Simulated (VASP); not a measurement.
# Rh (P6_3/mmc) in VASP: single point with PBEsol+D4

Aim: the single point of Rh with PBEsol+D4.

Everything below comes from runs of VASP 6.6.1. Logs are shortened: lines on timing, memory, paths and dates and some standing lists are left out, and cuts for length are marked.

### Step 1. The cell of the first run

The structure is hexagonal, space group P6_3/mmc (No. 194). Conventional cell: a = 2.731 Å, b = 2.731 Å, c = 4.428 Å, α = 90.00°, β = 90.00°, γ = 120.00°. Rh (site symmetry -6m2) has 12 Rh at 2.72 to 2.73 Å within 3.6 Å.

### Step 2. Single point, PBEsol+D4

File INCAR:

```
PREC     = Accurate       # precision mode
ENCUT    = 520            # plane-wave cutoff, eV
EDIFF    = 1E-6           # SCF threshold, eV
ISMEAR   = 0              # smearing method
SIGMA    = 0.15           # smearing width, eV
LREAL    = False          # projectors in reciprocal space
LASPH    = True           # aspherical terms in the spheres
NELM     = 60             # most SCF steps
ALGO     = Normal         # electronic algorithm
ISIF     = 2              # what is computed and relaxed
LWAVE    = False          # write WAVECAR
LCHARG   = False          # write CHGCAR
GGA      = PS             # functional
IVDW     = 13             # dispersion correction
NBANDS   = 22             # bands
```

File KPOINTS:

```
regular mesh
0
Gamma
  6 6 3
```

File POSCAR:

```
Rh
1.0
    2.7309790400      0.0000000000      0.0000000000
   -1.3654895200      2.3650972300      0.0000000000
    0.0000000000      0.0000000000      4.4284890000
Rh
2
Direct
    0.6666666675      0.3333333277      0.7500000000
    0.3333333304      0.6666666681      0.2500000000
```

Potentials or basis: VASP PAW PBE potentials, release 64 (Rh_pv).

Started as:

```console
cat potpaw_PBE.64/Rh_pv/POTCAR > POTCAR
mpirun -np 1 vasp_std > vasp.out
```

OUTCAR:

```text
PREC = Accurate
   ENCUT = 520
   EDIFF = 1E-6
   ISMEAR = 0
   LREAL = False
   LASPH = True
   NELM = 60
   ISIF = 2
   GGA = PS
   IVDW = 13

 ion  position               nearest neighbor table
   1  0.667  0.333  0.750-   2 2.72   2 2.72   2 2.72   2 2.72   2 2.72   2 2.72
   2  0.333  0.667  0.250-   1 2.72   1 2.72   1 2.72   1 2.72   1 2.72   1 2.72

  LATTYP: Found a hexagonal cell.
 ALAT       =     2.7309790400
 C/A-ratio  =     1.6215756090

  Lattice vectors:

 A1 = (   2.7309790400,   0.0000000000,   0.0000000000)
 A2 = (  -1.3654895200,   2.3650972300,   0.0000000000)
 A3 = (   0.0000000000,   0.0000000000,   4.4284890000)

Analysis of symmetry for initial positions (statically):
=====================================================================
 Subroutine PRICEL returns:
 Original cell was already a primitive cell.

 Routine SETGRP: Setting up the symmetry group for a
 hexagonal supercell.

 Subroutine GETGRP returns: Found 24 space group operations
 (whereof 12 operations were pure point group operations)
 out of a pool of 24 trial point group operations.

The static configuration has the point symmetry D_3d.
 The point group associated with its full space group is D_6h.

Analysis of symmetry for dynamics (positions and initial velocities):
=====================================================================
 Subroutine PRICEL returns:
 Original cell was already a primitive cell.

 Routine SETGRP: Setting up the symmetry group for a
 hexagonal supercell.

 Subroutine GETGRP returns: Found 24 space group operations
 (whereof 12 operations were pure point group operations)
 out of a pool of 24 trial point group operations.

The dynamic configuration has the point symmetry D_3d.
 The point group associated with its full space group is D_6h.

 Subroutine INISYM returns: Found 24 space group operations
 (whereof 12 operations are pure point group operations),
 and found     1 'primitive' translations

----------------------------------------------------------------------------------------

                                     Primitive cell

  volume of cell :      28.6037

  direct lattice vectors                    reciprocal lattice vectors
     2.730979040  0.000000000  0.000000000     0.366169050  0.211407799  0.000000000
    -1.365489520  2.365097230  0.000000000     0.000000000  0.422815598  0.000000000
     0.000000000  0.000000000  4.428489000     0.000000000  0.000000000  0.225810655

  length of vectors
     2.730979040  2.730979044  4.428489000     0.422815599  0.422815598  0.225810655

[... 68 lines left out ...]
   NELM   =     60;   NELMIN=  2; NELMDL= -5     # of ELM steps
   EDIFF  = 0.1E-05   stopping-criterion for ELM
   LREAL  =      F    real-space projection
   EDIFFG = 0.1E-04   stopping-criterion for IOM
   NSW    =      0    number of steps for IOM
   IBRION =     -1    ionic relax: 0-MD 1-quasi-New 2-CG
   NFREE  =      0    steps in history (QN), initial steepest desc. (CG)
   ISIF   =      2    stress and relaxation
   ISYM   =      2    0-nonsym 1-usesym 2-fastsym
   POTIM  = 0.5000    time-step for ionic-motion
   TEBEG  =    0.0;   TEEND  =   0.0 temperature during run
   PSTRESS=    0.0 pullay stress
   NELECT =      30.0000    total number of electrons
   NUPDOWN=      -1.0000    fix difference up-down
   EMIN   =  10.00;   EMAX   =-10.00  energy-range for DOS
   EFERMI =   0.00;   METHOD = LEGACY
   ISMEAR =     0;   SIGMA  =   0.15  broadening in eV -4-tet -1-fermi 0-gaus
   EFERMI_NEDOS =   21; number of points for ismear=-14 and -15
   IALGO  =     38    algorithm
   IMIX   =      4    mixing-type and parameters
     AMIX     =   0.40;   BMIX     =  1.00
     AMIX_MAG =   1.60;   BMIX_MAG =  1.00
  volume/ion in A,a.u.               =      14.30        96.51
  Fermi-wavevector in a.u.,A,eV,Ry     =   1.663314  3.143208 37.642066  2.766614
  Thomas-Fermi vector in A             =   2.750053
   LORBIT       =      0    0 simple, 1 ext, 2 COOP (PROOUT), +10 PAW based schemes
   GGA     = PS    functional components
   LHFCALC =     F    Hartree Fock is set to
   AEXX    =    0.0000 exact exchange contribution
   IVDW    =    13    specifies the selected vdW correction
   LEPSILON=     F    determine dielectric tensor
   LRPA    =     F    only Hartree local field effects (RPA)
 non-spin polarized calculation
 Gauss-broadening in eV      SIGMA  =   0.15
  energy-cutoff  :      520.00
  volume of cell :       28.60
 maximum number of plane-waves:       785
   NGX = 11   NGY = 11   NGZ = 17

 number of electron      30.0000009 magnetization

 Free energy of the ion-electron system (eV)
  ---------------------------------------------------
  ext. energy  EPLUGINS =         0.00000000
  ---------------------------------------------------
  free energy    TOTEN  =       -16.12084397 eV

  energy without entropy =      -16.06223166  energy(sigma->0) =      -16.09153782

 E-fermi :  11.0084     XC(G=0): -13.9666

 val. band max:       11.0006627423   @ k =   0.3333   0.1667   0.3333
 cond. band min:      11.0091322856   @ k =   0.1667   0.1667   0.0000
 fundamental gap:      0.0084695433
 Fermi energy:        11.0084406098

 k-point     1 :       0.0000    0.0000    0.0000
  band No.  band energies     occupation
      1     -35.9205      2.00000
      2     -35.2949      2.00000
      3     -35.2949      2.00000
      4     -35.2683      2.00000
      5     -35.2015      2.00000
      6     -35.2015      2.00000
[... 339 lines left out ...]
     21      21.7851      0.00000
     22      21.8009      0.00000

------------------------ aborting loop because EDIFF is reached ----------------------------------------

  DFT-D4 for vdW energy calculation

  Edisp (eV):   -0.95094

  FORCE on cell =-STRESS in cart. coord.  units (eV):
  Direction    XX          YY          ZZ          XY          YZ          ZX
  --------------------------------------------------------------------------------------
  -------------------------------------------------------------------------------------
  Total      -2.68461    -2.68461    -4.37789    -0.00000    -0.00000     0.00000
  in kB    -150.37279  -150.37279  -245.21781    -0.00000    -0.00000     0.00000
  external pressure =     -181.99 kB  Pullay stress =        0.00 kB

 VOLUME and BASIS-vectors are now :
 -----------------------------------------------------------------------------
  energy-cutoff  :      520.00
  volume of cell :       28.60
      direct lattice vectors                 reciprocal lattice vectors
     2.730979040  0.000000000  0.000000000     0.366169050  0.211407799  0.000000000
    -1.365489520  2.365097230  0.000000000     0.000000000  0.422815598  0.000000000
     0.000000000  0.000000000  4.428489000     0.000000000  0.000000000  0.225810655

 POSITION                                       TOTAL-FORCE (eV/Angst)
 -----------------------------------------------------------------------------------
      1.36549      0.78837      3.32137        -0.000000      0.000000      0.000000
     -0.00000      1.57673      1.10712         0.000000     -0.000000      0.000000
 -----------------------------------------------------------------------------------
    total drift:                               -0.000003      0.000008     -0.000001

  FREE ENERGIE OF THE ION-ELECTRON SYSTEM (eV)
  ---------------------------------------------------
  free  energy   TOTEN  =       -17.0717857195 eV

  energy  without entropy=      -17.0131734084  energy(sigma->0) =      -17.04247956
```

OSZICAR:

```text
N       E                     dE             d eps       ncg     rms          rms(c)
DAV:   1     0.327526135528E+03    0.32753E+03   -0.18816E+04   616   0.156E+03
DAV:   2    -0.104057072698E+02   -0.33793E+03   -0.32673E+03   634   0.476E+02
DAV:   3    -0.173338082246E+02   -0.69281E+01   -0.68783E+01   718   0.768E+01
DAV:   4    -0.173802012950E+02   -0.46393E-01   -0.46389E-01   688   0.635E+00
DAV:   5    -0.173809278591E+02   -0.72656E-03   -0.72656E-03   718   0.834E-01    0.143E+01
DAV:   6    -0.161684847301E+02    0.12124E+01   -0.28490E+00   688   0.179E+01    0.426E+00
DAV:   7    -0.161295592743E+02    0.38925E-01   -0.59513E-02   676   0.209E+00    0.199E+00
DAV:   8    -0.161214720779E+02    0.80872E-02   -0.95635E-03   684   0.112E+00    0.418E-01
DAV:   9    -0.161208309963E+02    0.64108E-03   -0.45369E-04   718   0.259E-01    0.328E-02
DAV:  10    -0.161208431764E+02   -0.12180E-04   -0.58703E-06   700   0.246E-02    0.836E-03
DAV:  11    -0.161208439722E+02   -0.79581E-06   -0.98642E-07   484   0.994E-03
   1 F= -.17071786E+02 E0= -.17042480E+02  d E =-.586123E-01
```

stdout:

```text
POSCAR found type information on POSCAR Rh
 POSCAR found :  1 types and       2 ions
 scaLAPACK will be used
 -----------------------------------------------------------------------------
|                                                                             |
|                                                                             |
|     You enforced a specific xc type in the INCAR file but a different       |
|     I HOPE YOU KNOW WHAT YOU ARE DOING!                                     |
|                                                                             |
 -----------------------------------------------------------------------------

 LDA part: xc-table for (Slater+PW92), standard interpolation
 POSCAR, INCAR and KPOINTS ok, starting setup
 FFT: planning ... GRIDC
 FFT: planning ... GRID_SOFT
 FFT: planning ... GRID
 WAVECAR not read
 entering main loop
```

Wall time 4.2 s (1 thread of Intel Xeon 6975P-C (Granite Rapids), shared host); peak memory 0.13 GiB.

What came out:

| Property | Result |
| --- | --- |
| Free energy | -17.0718 eV |
| Pressure | -18.2 GPa |
| Band gap on the k mesh | zero (band 15 reaches 11.69 eV, above the bottom of band 16 at 9.42 eV) |
| Dispersion energy per atom | -0.475 eV |

Levels at points of the mesh, in eV from the Fermi level:
| k point | band 12 | band 13 | band 14 | band 15 | band 16 | band 17 | band 18 | band 19 |
| --- | --- | --- | --- | --- | --- | --- | --- | --- |
| (0.00, 0.00, 0.00) | -2.24 | -2.24 | -1.69 | -1.69 | 0.23 | 0.23 | 0.78 | 8.27 |
| (0.50, 0.00, 0.00) | -2.03 | -1.95 | 0.55 | 0.68 | 0.83 | 3.01 | 5.03 | 10.11 |

Caveat: the k points lie up to 0.47 Å⁻¹ apart; the PAW data sets were made with another functional, which shifts forces and pressure a little; pairwise dispersion overbinds metals, which lowers pressure and volume.
